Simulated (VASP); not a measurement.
# H4CO in VASP: a series of runs

H4CO is run at these levels: PBE+D3(BJ); tasks: single point, relaxation of the atoms.

All numbers are computed with VASP 6.6.1; they aren't measurements. Logs are shortened: lines on timing, memory, paths and dates and some standing lists are left out, and cuts for length are marked.

## 1. The cell of the first run

The cell holds a disordered packing, 36 atoms: a = 7.380 Å, b = 7.380 Å, c = 7.380 Å, α = 90.00°, β = 90.00°, γ = 90.00°.

## 2. Single point, PBE+D3(BJ)

INCAR reads:

```
SYSTEM = H4CO
  PREC = Accurate
  ENCUT = 520
  EDIFF = 1E-6
  ISMEAR = -1
  SIGMA = 0.05
  LREAL = Auto
  LASPH = .True.
  NELM = 80
  ALGO = Normal
  ISIF = 2
  LWAVE = .False.
  LCHARG = .False.
  GGA = PE
  IVDW = 12
  NBANDS = 66
```

KPOINTS reads:

```
regular mesh
0
Gamma
  1 1 1
  0 0 0
```

POSCAR reads:

```
H4CO
1.0
    7.3803230000      0.0000000000      0.0000000000
    0.0000000000      7.3803230000      0.0000000000
    0.0000000000      0.0000000000      7.3803230000
C O H
6 6 24
Direct
    0.1029494238      0.6106236814      0.4069063102
    0.6716643702      0.5252480142      0.7345477969
    0.7780689273      0.3021547973      0.2139743748
    0.2008313186      0.2111018718      0.7110393407
    0.5243266453      0.7777437383      0.1667948679
    0.0879365307      0.8429847854      1.0338436407
    0.1270676094      0.7601428826      0.5343533068
    0.6523291731      0.3465024498      0.6659735624
    0.6433187274      0.4079496250      0.3097967392
    0.2982660786      0.2951632334      0.8565614269
    0.6874089386      0.7694243192      0.2787276383
   -0.0014498010      0.6752549990      1.0223942773
   -0.0334402708      0.6094719703      0.3643607468
    0.2462358355      0.7502246175      0.5950823562
    0.1832440125      0.6320048594      0.2822505194
    0.1272844021      0.4875396375      0.4749114639
    0.6313138327      0.5183919457      0.8788368748
    0.6823143106      0.3642388009      0.5388924035
    0.8081218126      0.5692840273      0.7259709365
    0.5959359773      0.6344979752      0.6632907530
    0.7469320787      0.1607924206      0.2334721665
    0.6827343465      0.5283644090      0.2996074833
    0.7845727077      0.3330884028      0.0746037809
    0.9099466243      0.3310966200      0.2689990668
    0.0866493242      0.1520800648      0.7805213945
    0.4140333695      0.3303242961      0.8061029307
    0.1580147644      0.3026832294      0.6046889818
    0.2824808616      0.1145613817      0.6287529692
    0.4469723073      0.6541854604      0.1388692609
    0.7889627595      0.7842475187      0.1949508172
    0.4251981925      0.8598810648      0.2374828310
    0.5603277797      0.8268879289      0.0232239158
    0.2048555327      0.8099103522      1.1273219343
    0.0139289297      0.6434677723      0.8909230666
    0.1574456836      0.8674552591      0.9081309856
    0.0022763231      0.9515030711      1.0721075487
```

Potentials or basis: VASP PAW PBE potentials, release 64 (C, O, H).

Command:

```console
$ cat potpaw_PBE.64/C/POTCAR potpaw_PBE.64/O/POTCAR potpaw_PBE.64/H/POTCAR > POTCAR
$ mpirun -np 1 vasp_gam > vasp.out
```

OUTCAR:

```text
SYSTEM = H4CO
   PREC = Accurate
   ENCUT = 520
   EDIFF = 1E-6
   ISMEAR = -1
   LREAL = Auto
   LASPH = .True.
   NELM = 80
   ISIF = 2
   GGA = PE
   IVDW = 12
 IVDW          = 12

 ion  position               nearest neighbor table
   1  0.103  0.611  0.407-  16 1.05  13 1.05  15 1.11   7 1.46
   2  0.672  0.525  0.735-  19 1.06  17 1.11  20 1.11   8 1.42
   3  0.778  0.302  0.214-  23 1.05  24 1.08  21 1.08   9 1.45
   4  0.201  0.211  0.711-  25 1.08  27 1.08  28 1.11  10 1.43
   5  0.524  0.778  0.167-  31 1.08  29 1.10  32 1.15  11 1.46
   6  0.088  0.843  0.034-  36 1.06  35 1.08  33 1.13  12 1.41
   7  0.127  0.760  0.534-  14 0.99   1 1.46
   8  0.652  0.347  0.666-  18 0.97   2 1.42
   9  0.643  0.408  0.310-  22 0.94   3 1.45
  10  0.298  0.295  0.857-  26 0.97   4 1.43
  11  0.687  0.769  0.279-  30 0.98   5 1.46
  12  0.999  0.675  0.022-  34 1.00   6 1.41
  13  0.967  0.609  0.364-   1 1.05
  14  0.246  0.750  0.595-   7 0.99
  15  0.183  0.632  0.282-   1 1.11
  16  0.127  0.488  0.475-   1 1.05
  17  0.631  0.518  0.879-   2 1.11
  18  0.682  0.364  0.539-   8 0.97
[... 16 lines left out ...]
  35  0.157  0.867  0.908-   6 1.08
  36  0.002  0.952  0.072-   6 1.06

  LATTYP: Found a simple cubic cell.
 ALAT       =     7.3803230000

  Lattice vectors:

 A1 = (   7.3803230000,   0.0000000000,   0.0000000000)
 A2 = (   0.0000000000,   7.3803230000,   0.0000000000)
 A3 = (   0.0000000000,   0.0000000000,   7.3803230000)

Analysis of symmetry for initial positions (statically):
=====================================================================
 Subroutine PRICEL returns:
 Original cell was already a primitive cell.

 Routine SETGRP: Setting up the symmetry group for a
 simple cubic supercell.

 Subroutine GETGRP returns: Found  1 space group operations
 (whereof  1 operations were pure point group operations)
 out of a pool of 48 trial point group operations.

The static configuration has the point symmetry C_1 .

Analysis of symmetry for dynamics (positions and initial velocities):
=====================================================================
 Subroutine PRICEL returns:
 Original cell was already a primitive cell.

 Routine SETGRP: Setting up the symmetry group for a
 simple cubic supercell.

 Subroutine GETGRP returns: Found  1 space group operations
 (whereof  1 operations were pure point group operations)
 out of a pool of 48 trial point group operations.

The dynamic configuration has the point symmetry C_1 .

 Subroutine INISYM returns: Found  1 space group operations
 (whereof  1 operations are pure point group operations),
 and found     1 'primitive' translations

----------------------------------------------------------------------------------------

                                     Primitive cell

  volume of cell :     402.0001

  direct lattice vectors                    reciprocal lattice vectors
     7.380323000  0.000000000  0.000000000     0.135495425  0.000000000  0.000000000
     0.000000000  7.380323000  0.000000000     0.000000000  0.135495425  0.000000000
     0.000000000  0.000000000  7.380323000     0.000000000  0.000000000  0.135495425

  length of vectors
     7.380323000  7.380323000  7.380323000     0.135495425  0.135495425  0.135495425

  position of ions in fractional coordinates (direct lattice)
     0.102949424  0.610623681  0.406906310
     0.671664370  0.525248014  0.734547797
     0.778068927  0.302154797  0.213974375
     0.200831319  0.211101872  0.711039341
     0.524326645  0.777743738  0.166794868
     0.087936531  0.842984785  0.033843641
[... 28 lines left out ...]
     0.157445684  0.867455259  0.908130986
     0.002276323  0.951503071  0.072107549

  ion indices of the primitive-cell ions
   primitive index   ion index
                 1           1
                 2           2
                 3           3
                 4           4
                 5           5
                 6           6
[... 28 lines left out ...]
                35          35
                36          36

----------------------------------------------------------------------------------------

 KPOINTS: regular mesh

Automatic generation of k-mesh.
 Grid dimensions read from file:
 generate k-points for:    1    1    1

 Generating k-lattice:

  Cartesian coordinates                     Fractional coordinates (reciprocal lattice)
     0.135495425  0.000000000  0.000000000     1.000000000  0.000000000  0.000000000
     0.000000000  0.135495425  0.000000000     0.000000000  1.000000000  0.000000000
     0.000000000  0.000000000  0.135495425     0.000000000  0.000000000  1.000000000

  Length of vectors
     0.135495425  0.135495425  0.135495425

  Shift w.r.t. Gamma in fractional coordinates (k-lattice)
     0.000000000  0.000000000  0.000000000

 Subroutine IBZKPT returns following result:
 ===========================================

 Found      1 irreducible k-points:

 Following reciprocal coordinates:
            Coordinates               Weight
  0.000000  0.000000  0.000000      1.000000
   k-points           NKPTS =      1   k-points in BZ     NKDIM =      1   number of bands    NBANDS=     66
   number of dos      NEDOS =    301   number of ions     NIONS =     36
   total plane-waves  NPLWV = 175616
   dimension x,y,z NGX =    56 NGY =   56 NGZ =   56
   dimension x,y,z NGXF=   112 NGYF=  112 NGZF=  112
   ions per type =               6   6  24
   NGX,Y,Z   is equivalent  to a cutoff of  12.61, 12.61, 12.61 a.u.
   NGXF,Y,Z  is equivalent  to a cutoff of  25.23, 25.23, 25.23 a.u.
 SYSTEM =  H4CO
   PREC   = accura    normal or accurate (medium, high low for compatibility)
   ISTART =      0    job   : 0-new  1-cont  2-samecut
   ICHARG =      2    charge: 1-file 2-atom 10-const
   ISPIN  =      1    spin polarized calculation?
   LNONCOLLINEAR =      F non collinear calculations
   LSORBIT =      F    spin-orbit coupling
   LASPH  =      T    aspherical Exc in radial PAW
   ENCUT  =  520.0 eV  38.22 Ry    6.18 a.u.  13.72 13.72 13.72*2*pi/ulx,y,z
   NELM   =     80;   NELMIN=  2; NELMDL= -5     # of ELM steps
   EDIFF  = 0.1E-05   stopping-criterion for ELM
   LREAL  =      T    real-space projection
   EDIFFG = 0.1E-04   stopping-criterion for IOM
   NSW    =      0    number of steps for IOM
   IBRION =     -1    ionic relax: 0-MD 1-quasi-New 2-CG
   NFREE  =      0    steps in history (QN), initial steepest desc. (CG)
   ISIF   =      2    stress and relaxation
   ISYM   =      2    0-nonsym 1-usesym 2-fastsym
   POTIM  = 0.5000    time-step for ionic-motion
   TEBEG  =    0.0;   TEEND  =   0.0 temperature during run
   PSTRESS=    0.0 pullay stress
   NELECT =      84.0000    total number of electrons
   NUPDOWN=      -1.0000    fix difference up-down
   EMIN   =  10.00;   EMAX   =-10.00  energy-range for DOS
   EFERMI =   0.00;   METHOD = LEGACY
   ISMEAR =    -1;   SIGMA  =   0.05  broadening in eV -4-tet -1-fermi 0-gaus
   EFERMI_NEDOS =   21; number of points for ismear=-14 and -15
   IALGO  =     38    algorithm
   IMIX   =      4    mixing-type and parameters
     AMIX     =   0.40;   BMIX     =  1.00
     AMIX_MAG =   1.60;   BMIX_MAG =  1.00
  volume/ion in A,a.u.               =      11.17        75.36
  Fermi-wavevector in a.u.,A,eV,Ry     =   0.971462  1.835797 12.840345  0.943739
  Thomas-Fermi vector in A             =   2.101681
   LORBIT       =      0    0 simple, 1 ext, 2 COOP (PROOUT), +10 PAW based schemes
   GGA     = PE    functional components
   LHFCALC =     F    Hartree Fock is set to
   AEXX    =    0.0000 exact exchange contribution
   IVDW    =    12    specifies the selected vdW correction
   LEPSILON=     F    determine dielectric tensor
   LRPA    =     F    only Hartree local field effects (RPA)
 non-spin polarized calculation
  energy-cutoff  :      520.00
  volume of cell :      402.00
 maximum number of plane-waves:      5414
 NGX is ok and might be reduce to    54
   NGX = 27   NGY = 27   NGZ = 27

 number of electron      83.9999998 magnetization

 Free energy of the ion-electron system (eV)
  ---------------------------------------------------
  ext. energy  EPLUGINS =         0.00000000
  ---------------------------------------------------
  free energy    TOTEN  =      -180.96550700 eV

  energy without entropy =     -180.96550700  energy(sigma->0) =     -180.96550700

 E-fermi :  -1.7515     XC(G=0):  -6.3143

 val. band max:       -2.9677040140   @ k =   0.0000   0.0000   0.0000
 cond. band min:       1.4470406277   @ k =   0.0000   0.0000   0.0000
 fundamental gap:      4.4147446417
 Fermi energy:        -1.7515177164

 k-point     1 :       0.0000    0.0000    0.0000
  band No.  band energies     occupation
      1     -23.1752      2.00000
      2     -23.0383      2.00000
      3     -22.7381      2.00000
      4     -22.4067      2.00000
      5     -22.3929      2.00000
      6     -22.0762      2.00000
[... 46 lines left out ...]
     53       4.8805      0.00000
     54       5.0914      0.00000
 [bands above 54 left out]

------------------------ aborting loop because EDIFF is reached ----------------------------------------

 Edisp (eV)   -1.24618

 E8    (eV) :    -0.2703

  FORCE on cell =-STRESS in cart. coord.  units (eV):
  Direction    XX          YY          ZZ          XY          YZ          ZX
  --------------------------------------------------------------------------------------
  -------------------------------------------------------------------------------------
  Total       4.71537     9.74922    -0.72387     1.98969    -1.16529     1.65089
  in kB      18.79319    38.85568    -2.88499     7.92995    -4.64428     6.57964
  external pressure =       18.25 kB  Pullay stress =        0.00 kB

 VOLUME and BASIS-vectors are now :
 -----------------------------------------------------------------------------
  energy-cutoff  :      520.00
  volume of cell :      402.00
      direct lattice vectors                 reciprocal lattice vectors
     7.380323000  0.000000000  0.000000000     0.135495425  0.000000000  0.000000000
     0.000000000  7.380323000  0.000000000     0.000000000  0.135495425  0.000000000
     0.000000000  0.000000000  7.380323000     0.000000000  0.000000000  0.135495425

 POSITION                                       TOTAL-FORCE (eV/Angst)
 -----------------------------------------------------------------------------------
      0.75980      4.50660      3.00310         1.165017      1.793264      0.178737
      4.95710      3.87650      5.42120        -0.935806     -0.048569      0.939533
      5.74240      2.23000      1.57920        -0.496302      0.142509      1.334770
      1.48220      1.55800      5.24770         0.772327     -0.247866      0.126841
      3.86970      5.74000      1.23100         0.539555      0.745886     -1.501291
      0.64900      6.22150      0.24978         2.893020     -1.343386      0.574414
[... 28 lines left out ...]
      1.16200      6.40210      6.70230         0.032685      0.699158     -0.724920
      0.01680      7.02240      0.53218        -0.611220      1.114420      0.553038
 -----------------------------------------------------------------------------------
    total drift:                               -0.011786     -0.008845     -0.004293

  FREE ENERGIE OF THE ION-ELECTRON SYSTEM (eV)
  ---------------------------------------------------
  free  energy   TOTEN  =      -182.2116891357 eV

  energy  without entropy=     -182.2116891356  energy(sigma->0) =     -182.21168914
```

Wall time 2.2 min (1 thread of Intel Xeon Platinum 8259CL at 2.50GHz (Skylake/Cascade Lake), shared host); peak memory 0.38 GiB.

What came out:

```
Free energy                : -182.2117 eV
Pressure                   : 1.8 GPa
Largest force              : 3.241 eV/Å
Band gap on the k mesh     : 4.41 eV
Dispersion energy per atom : -0.035 eV
```

Forces on the atoms (eV/Å):
```
C    1.165  1.793  0.179
C   -0.936 -0.049  0.940
C   -0.496  0.143  1.335
C    0.772 -0.248  0.127
C    0.540  0.746 -1.501
C    2.893 -1.343  0.574
O    0.307 -0.197  0.237
O   -0.169  0.330  0.669
O   -0.157 -2.801 -0.173
O   -0.195  0.091 -0.292
O   -0.595 -0.374 -0.584
O   -1.044 -1.104 -2.083
H   -1.399  0.313 -0.170
H   -0.632 -0.140 -0.616
H    0.109 -0.439  0.511
H    0.573 -1.365  0.349
H    0.065  0.339 -0.241
H   -0.393 -0.522 -1.191
H    1.493  0.367  0.080
H   -0.350 -0.441  0.000
H   -0.226 -0.644  0.115
H    0.468  2.692 -0.125
H   -0.235  0.336 -1.631
H    0.810 -0.070  0.323
H   -0.597 -0.527 -0.351
H    0.614  0.008 -0.207
H   -0.479  0.685 -0.026
H   -0.089 -0.314  0.696
H    0.699 -0.912  0.438
H   -0.021 -0.238  0.045
H    0.087  0.848  0.018
H   -0.454  0.112  1.461
H   -0.978  1.320 -0.099
H   -0.572 -0.209  1.366
H    0.033  0.699 -0.725
H   -0.611  1.114  0.553
```

Levels at points of the mesh, in eV from the valence-band top:
```csv
k point,band 38,band 39,band 40,band 41,band 42,band 43,band 44,band 45,band 46,band 47
"(0.00, 0.00, 0.00)",-0.75,-0.70,-0.59,-0.29,0.00,4.41,5.79,6.10,6.29,6.30
```

Caveat: the k points lie up to 0.85 Å⁻¹ apart.

(Continued in part 2 of 3.)
